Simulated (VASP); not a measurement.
# SnO (P4/nmm) in VASP: a series of runs

Runs on SnO. Level: LDA. Tasks: single point.

Program: VASP 6.6.1. These are calculated values, not measurements. Logs are shortened: lines on timing, memory, paths and dates and some standing lists are left out, and cuts for length are marked.

## 1. The cell of the first run

The structure is tetragonal, space group P4/nmm (No. 129). The conventional cell has a = 3.759 Å, b = 3.759 Å, c = 4.115 Å, α = 90.00°, β = 90.00°, γ = 90.00°. Within 2.8 Å of Sn (site symmetry 4mm) lie 4 O at 2.13 Å. Within 2.8 Å of O (site symmetry -4m2) lie 4 Sn at 2.13 Å and 4 O at 2.66 Å.

## 2. Single point, LDA (14.53 Å³/atom)

Contents of INCAR:

```
SYSTEM = SnO
ALGO = Normal
EDIFF = 1E-6
ENCUT = 520
ISIF = 2
ISMEAR = 0
LASPH = .TRUE.
LCHARG = .FALSE.
LREAL = .FALSE.
LWAVE = .FALSE.
NBANDS = 28
NELM = 80
PREC = Accurate
SIGMA = 0.15
```

Contents of KPOINTS:

```
k-points
0
G
  12 12 10
  0 0 0
```

Contents of POSCAR:

```
SnO
1.0
    3.7586344282      0.0000000000      0.0000000000
    0.0000000000      3.7586344282      0.0000000000
    0.0000000000      0.0000000000      4.1145771086
Sn O
2 2
Direct
    0.0000000000      0.5000000000      0.2457459271
    0.5000000000      0.0000000000      0.7542540729
    0.0000000000      0.0000000000      0.0000000000
    0.5000000000      0.5000000000      0.0000000000
```

Potentials or basis: VASP PAW LDA potentials, release 64 (Sn_d, O).

The run is started by

```
> cat potpaw_LDA.64/Sn_d/POTCAR potpaw_LDA.64/O/POTCAR > POTCAR
> mpirun -np 1 vasp_std > vasp.out
```

OUTCAR:

```text
SYSTEM = SnO
   EDIFF = 1E-6
   ENCUT = 520
   ISIF = 2
   ISMEAR = 0
   LASPH = .TRUE.
   LREAL = .FALSE.
   NELM = 80
   PREC = Accurate

 ion  position               nearest neighbor table
   1  0.000  0.500  0.246-   3 2.13   4 2.13   3 2.13   4 2.13   2 3.34   2 3.34   2 3.34   2 3.34
                             2 3.38   2 3.38   2 3.38   2 3.38
   2  0.500  0.000  0.754-   3 2.13   4 2.13   4 2.13   3 2.13   1 3.34   1 3.34   1 3.34   1 3.34
                             1 3.38   1 3.38   1 3.38   1 3.38
   3  0.000  0.000  0.000-   1 2.13   2 2.13   1 2.13   2 2.13
   4  0.500  0.500  0.000-   1 2.13   2 2.13   2 2.13   1 2.13

  LATTYP: Found a simple tetragonal cell.
 ALAT       =     3.7586344282
 C/A-ratio  =     1.0947000000

  Lattice vectors:

 A1 = (   3.7586344282,   0.0000000000,   0.0000000000)
 A2 = (   0.0000000000,   3.7586344282,   0.0000000000)
 A3 = (   0.0000000000,   0.0000000000,   4.1145771086)

Analysis of symmetry for initial positions (statically):
=====================================================================
 Subroutine PRICEL returns:
 Original cell was already a primitive cell.

 Routine SETGRP: Setting up the symmetry group for a
 simple tetragonal supercell.

 Subroutine GETGRP returns: Found 16 space group operations
 (whereof  8 operations were pure point group operations)
 out of a pool of 16 trial point group operations.

The static configuration has the point symmetry D_2d.
 The point group associated with its full space group is D_4h.

Analysis of symmetry for dynamics (positions and initial velocities):
=====================================================================
 Subroutine PRICEL returns:
 Original cell was already a primitive cell.

 Routine SETGRP: Setting up the symmetry group for a
 simple tetragonal supercell.

 Subroutine GETGRP returns: Found 16 space group operations
 (whereof  8 operations were pure point group operations)
 out of a pool of 16 trial point group operations.

The dynamic configuration has the point symmetry D_2d.
 The point group associated with its full space group is D_4h.

 Subroutine INISYM returns: Found 16 space group operations
 (whereof  8 operations are pure point group operations),
 and found     1 'primitive' translations

----------------------------------------------------------------------------------------

                                     Primitive cell

  volume of cell :      58.1280

  direct lattice vectors                    reciprocal lattice vectors
     3.758634428  0.000000000  0.000000000     0.266054073  0.000000000  0.000000000
     0.000000000  3.758634428  0.000000000     0.000000000  0.266054073  0.000000000
     0.000000000  0.000000000  4.114577109     0.000000000  0.000000000  0.243038342

  length of vectors
     3.758634428  3.758634428  4.114577109     0.266054073  0.266054073  0.243038342

  position of ions in fractional coordinates (direct lattice)
     0.000000000  0.500000000  0.245745927
     0.500000000  0.000000000  0.754254073
     0.000000000  0.000000000  0.000000000
     0.500000000  0.500000000  0.000000000

  ion indices of the primitive-cell ions
   primitive index   ion index
                 1           1
                 2           2
                 3           3
                 4           4

----------------------------------------------------------------------------------------

 KPOINTS: k-points

Automatic generation of k-mesh.
 Grid dimensions read from file:
 generate k-points for:   12   12   10

 Generating k-lattice:

  Cartesian coordinates                     Fractional coordinates (reciprocal lattice)
     0.022171173  0.000000000  0.000000000     0.083333333  0.000000000  0.000000000
     0.000000000  0.022171173  0.000000000     0.000000000  0.083333333  0.000000000
     0.000000000  0.000000000  0.024303834     0.000000000  0.000000000  0.100000000

  Length of vectors
     0.022171173  0.022171173  0.024303834

  Shift w.r.t. Gamma in fractional coordinates (k-lattice)
     0.000000000  0.000000000  0.000000000

 Subroutine IBZKPT returns following result:
 ===========================================

 Found    168 irreducible k-points:

 Following reciprocal coordinates:
            Coordinates               Weight
  0.000000  0.000000  0.000000      1.000000
  0.083333  0.000000  0.000000      4.000000
  0.166667  0.000000  0.000000      4.000000
  0.250000  0.000000  0.000000      4.000000
  0.333333  0.000000  0.000000      4.000000
  0.416667  0.000000  0.000000      4.000000
[... 16 lines left out ...]
  0.333333  0.333333  0.000000      4.000000
  0.416667  0.333333  0.000000      8.000000
 [... further k-points ...]
   k-points           NKPTS =    168   k-points in BZ     NKDIM =    168   number of bands    NBANDS=     28
   number of dos      NEDOS =    301   number of ions     NIONS =      4
   total plane-waves  NPLWV =  25088
   dimension x,y,z NGX =    28 NGY =   28 NGZ =   32
   dimension x,y,z NGXF=    56 NGYF=   56 NGZF=   64
   ions per type =               2   2
   NGX,Y,Z   is equivalent  to a cutoff of  12.38, 12.38, 12.93 a.u.
   NGXF,Y,Z  is equivalent  to a cutoff of  24.77, 24.77, 25.86 a.u.
 SYSTEM =  SnO
   PREC   = accura    normal or accurate (medium, high low for compatibility)
   ISTART =      0    job   : 0-new  1-cont  2-samecut
   ICHARG =      2    charge: 1-file 2-atom 10-const
   ISPIN  =      1    spin polarized calculation?
   LNONCOLLINEAR =      F non collinear calculations
   LSORBIT =      F    spin-orbit coupling
   LASPH  =      T    aspherical Exc in radial PAW
   ENCUT  =  520.0 eV  38.22 Ry    6.18 a.u.   6.99  6.99  7.65*2*pi/ulx,y,z
   NELM   =     80;   NELMIN=  2; NELMDL= -5     # of ELM steps
   EDIFF  = 0.1E-05   stopping-criterion for ELM
   LREAL  =      F    real-space projection
   EDIFFG = 0.1E-04   stopping-criterion for IOM
   NSW    =      0    number of steps for IOM
   IBRION =     -1    ionic relax: 0-MD 1-quasi-New 2-CG
   NFREE  =      0    steps in history (QN), initial steepest desc. (CG)
   ISIF   =      2    stress and relaxation
   ISYM   =      2    0-nonsym 1-usesym 2-fastsym
   POTIM  = 0.5000    time-step for ionic-motion
   TEBEG  =    0.0;   TEEND  =   0.0 temperature during run
   PSTRESS=    0.0 pullay stress
   NELECT =      40.0000    total number of electrons
   NUPDOWN=      -1.0000    fix difference up-down
   EMIN   =  10.00;   EMAX   =-10.00  energy-range for DOS
   EFERMI =   0.00;   METHOD = LEGACY
   ISMEAR =     0;   SIGMA  =   0.15  broadening in eV -4-tet -1-fermi 0-gaus
   EFERMI_NEDOS =   21; number of points for ismear=-14 and -15
   IALGO  =     38    algorithm
   IMIX   =      4    mixing-type and parameters
     AMIX     =   0.40;   BMIX     =  1.00
     AMIX_MAG =   1.60;   BMIX_MAG =  1.00
  volume/ion in A,a.u.               =      14.53        98.07
  Fermi-wavevector in a.u.,A,eV,Ry     =   1.445328  2.731274 28.422197  2.088973
  Thomas-Fermi vector in A             =   2.563522
   LORBIT       =      0    0 simple, 1 ext, 2 COOP (PROOUT), +10 PAW based schemes
   GGA     = CA    functional components
   LHFCALC =     F    Hartree Fock is set to
   AEXX    =    0.0000 exact exchange contribution
   IVDW    =     0    specifies the selected vdW correction
   LEPSILON=     F    determine dielectric tensor
   LRPA    =     F    only Hartree local field effects (RPA)
 non-spin polarized calculation
 Gauss-broadening in eV      SIGMA  =   0.15
  energy-cutoff  :      520.00
  volume of cell :       58.13
 maximum number of plane-waves:      1596
 NGX is ok and might be reduce to    28
   NGX = 13   NGY = 13   NGZ = 15

 number of electron      40.0000015 magnetization

 Free energy of the ion-electron system (eV)
  ---------------------------------------------------
  ext. energy  EPLUGINS =         0.00000000
  ---------------------------------------------------
  free energy    TOTEN  =       -25.28496739 eV

  energy without entropy =      -25.28390119  energy(sigma->0) =      -25.28443429

 E-fermi :   9.2994     XC(G=0): -11.6888

 val. band max:        9.1758146227   @ k =   0.1667   0.1667   0.0000
 cond. band min:       9.3972351941   @ k =   0.5000   0.5000   0.1000
 fundamental gap:      0.2214205714
 Fermi energy:         9.2994072324

 k-point     1 :       0.0000    0.0000    0.0000
  band No.  band energies     occupation
      1     -13.2023      2.00000
      2     -12.4389      2.00000
      3     -12.4008      2.00000
      4     -12.4008      2.00000
      5     -12.3268      2.00000
      6     -12.3015      2.00000
[... 20 lines left out ...]
     27      16.4078      0.00000
     28      16.7777      0.00000

 k-point     2 :       0.0833    0.0000    0.0000
  band No.  band energies     occupation
      1     -13.1949      2.00000
      2     -12.4853      2.00000
      3     -12.3970      2.00000
      4     -12.3967      2.00000
      5     -12.3219      2.00000
      6     -12.2987      2.00000
[... 20 lines left out ...]
     27      16.6729      0.00000
     28      17.1204      0.00000

 k-point     3 :       0.1667    0.0000    0.0000
  band No.  band energies     occupation
      1     -13.1739      2.00000
      2     -12.5888      2.00000
      3     -12.3860      2.00000
      4     -12.3846      2.00000
      5     -12.3078      2.00000
      6     -12.2866      2.00000
[... 20 lines left out ...]
     27      16.7562      0.00000
     28      18.3267      0.00000

 k-point     4 :       0.2500    0.0000    0.0000
  band No.  band energies     occupation
      1     -13.1411      2.00000
      2     -12.7035      2.00000
      3     -12.3687      2.00000
      4     -12.3655      2.00000
      5     -12.2856      2.00000
      6     -12.2852      2.00000
[... 578 lines left out ...]
     27      18.7516      0.00000
     28      18.7516      0.00000

 k-point    23 :       0.3333    0.3333    0.0000
  band No.  band energies     occupation
      1     -13.0678      2.00000
      2     -12.9446      2.00000
      3     -12.3391      2.00000
      4     -12.2901      2.00000
      5     -12.2829      2.00000
      6     -12.2735      2.00000
[... 20 lines left out ...]
     27      18.2784      0.00000
     28      19.3180      0.00000

 k-point    24 :       0.4167    0.3333    0.0000
  band No.  band energies     occupation
      1     -13.0508      2.00000
      2     -12.9896      2.00000
      3     -12.3120      2.00000
      4     -12.2932      2.00000
      5     -12.2884      2.00000
      6     -12.2747      2.00000
[... 20 lines left out ...]
     27      18.5468      0.00000
     28      19.1277      0.00000

 [... further k-points ...]

------------------------ aborting loop because EDIFF is reached ----------------------------------------

  FORCE on cell =-STRESS in cart. coord.  units (eV):
  Direction    XX          YY          ZZ          XY          YZ          ZX
  --------------------------------------------------------------------------------------
  -------------------------------------------------------------------------------------
  Total        4.9965580      4.9965580      6.6223573      0.0000000     -0.0000000      0.0000000
  in kB      137.7197204    137.7197204    182.5314961      0.0000000     -0.0000000      0.0000000
  external PRESSURE =     152.6569789 kB  Pullay stress =       0.0000000 kB

 VOLUME and BASIS-vectors are now :
 -----------------------------------------------------------------------------
  energy-cutoff  :      520.00
  volume of cell :       58.13
      direct lattice vectors                 reciprocal lattice vectors
     3.758634428  0.000000000  0.000000000     0.266054073  0.000000000  0.000000000
     0.000000000  3.758634428  0.000000000     0.000000000  0.266054073  0.000000000
     0.000000000  0.000000000  4.114577109     0.000000000  0.000000000  0.243038342

 POSITION                                       TOTAL-FORCE (eV/Angst)
 -----------------------------------------------------------------------------------
      0.00000      1.87932      1.01114         0.000000      0.000000      2.235484
      1.87932      0.00000      3.10344        -0.000000      0.000000     -2.235484
      0.00000      0.00000      0.00000        -0.000000      0.000000     -0.000000
      1.87932      1.87932      0.00000        -0.000000     -0.000000     -0.000000
 -----------------------------------------------------------------------------------
    total drift:                                0.000000      0.000000     -0.000000

  FREE ENERGIE OF THE ION-ELECTRON SYSTEM (eV)
  ---------------------------------------------------
  free  energy   TOTEN  =       -25.2849673911 eV

  energy  without entropy=      -25.2839011922  energy(sigma->0) =      -25.28443429
```

Run time: 2.1 min. Hardware: 1 thread of Intel Xeon Platinum 8488C (Sapphire Rapids), shared host; peak memory 0.31 GiB.

What came out:

```yaml
Free_energy: -25.2850 eV
Pressure: 15.3 GPa
Largest_force: 2.235 eV/Å
Band_gap_on_the_k_mesh: zero (filled and empty bands overlap)
```

Forces in eV/Å, atoms in the order of the input:
```
Sn   0.000  0.000  2.235
Sn   0.000  0.000 -2.235
O    0.000  0.000  0.000
O    0.000  0.000  0.000
```

Stress tensor (GPa, compression positive):
```
13.77  0.00  0.00
 0.00 13.77  0.00
 0.00  0.00 18.25
```

Caveat: the cell stands under pressure; semilocal functionals underestimate gaps, so a narrow gap can read as zero; spin-orbit coupling is left out, which moves the levels of the heavy elements; forces of over 1 eV/Å act on the atoms, so gaps and moduli don't describe the material at rest.

## 3. Single point, LDA (14.53 Å³/atom)

Contents of INCAR:

```
SYSTEM = SnO
PREC = Accurate
ENCUT = 520
EDIFF = 1E-6
ISMEAR = 0
SIGMA = 0.15
LREAL = .False.
LASPH = .True.
NELM = 100
ALGO = Normal
ISIF = 2
LWAVE = .False.
LCHARG = .False.
GGA = CA
NBANDS = 28
```

Contents of KPOINTS:

```
regular mesh
0
Gamma
  12 12 10
  0 0 0
```

Contents of POSCAR:

```
SnO
1.0
    3.4666175295      0.0000000000      0.0000000000
    0.0000000000      3.4666175295      0.0000000000
    0.0000000000      0.0000000000      4.8369714389
Sn O
2 2
Direct
    0.0000000000      0.5000000000      0.2457459271
    0.5000000000      0.0000000000      0.7542540729
    0.0000000000      0.0000000000      0.0000000000
    0.5000000000      0.5000000000      0.0000000000
```

Potentials or basis: VASP PAW LDA potentials, release 64 (Sn_d, O).

The run is started by

```
> cat potpaw_LDA.64/Sn_d/POTCAR potpaw_LDA.64/O/POTCAR > POTCAR
> mpirun -np 1 vasp_std > vasp.out
```

Wall time 2.3 min (1 thread of Intel Xeon Platinum 8488C (Sapphire Rapids), shared host); peak memory 0.32 GiB.

It converged, with:

| Item | Value |
| --- | --- |
| Free energy | -25.0102 eV |
| Pressure | 21.5 GPa |
| Largest force | 1.734 eV/Å |
| Band gap on the k mesh | zero (bands 20 and 21 overlap by 1.34 eV) |

Forces in eV/Å, atoms in the order of the input:
```
Sn   0.000  0.000  1.734
Sn   0.000  0.000 -1.734
O    0.000  0.000  0.000
O    0.000  0.000  0.000
```

Stress tensor (GPa, compression positive):
```
27.17  0.00  0.00
 0.00 27.17  0.00
 0.00  0.00 10.26
```

Levels at points of the mesh, in eV from the Fermi level:
| k point | band 17 | band 18 | band 19 | band 20 | band 21 | band 22 | band 23 | band 24 |
| --- | --- | --- | --- | --- | --- | --- | --- | --- |
| (0.00, 0.00, 0.00) | -4.68 | -3.76 | -3.76 | 0.53 | 3.24 | 3.85 | 4.83 | 4.83 |
| (0.50, 0.00, 0.00) | -5.98 | -5.98 | -4.00 | -4.00 | 2.99 | 2.99 | 6.57 | 6.57 |
| (0.50, 0.50, 0.00) | -3.00 | -3.00 | -2.43 | -2.43 | -0.81 | -0.81 | 3.57 | 3.57 |
| (0.00, 0.00, 0.50) | -4.02 | -3.78 | -3.78 | -3.02 | 2.30 | 2.77 | 2.77 | 4.60 |
| (0.50, 0.00, 0.50) | -5.96 | -5.96 | -2.69 | -2.69 | 2.13 | 2.13 | 6.01 | 6.01 |
| (0.50, 0.50, 0.50) | -3.25 | -3.25 | -3.01 | -3.01 | 1.53 | 1.53 | 3.71 | 3.71 |

Caveat: the cell stands under pressure; spin-orbit coupling is left out, which moves the levels of the heavy elements; forces of over 1 eV/Å act on the atoms, so gaps and moduli don't describe the material at rest.
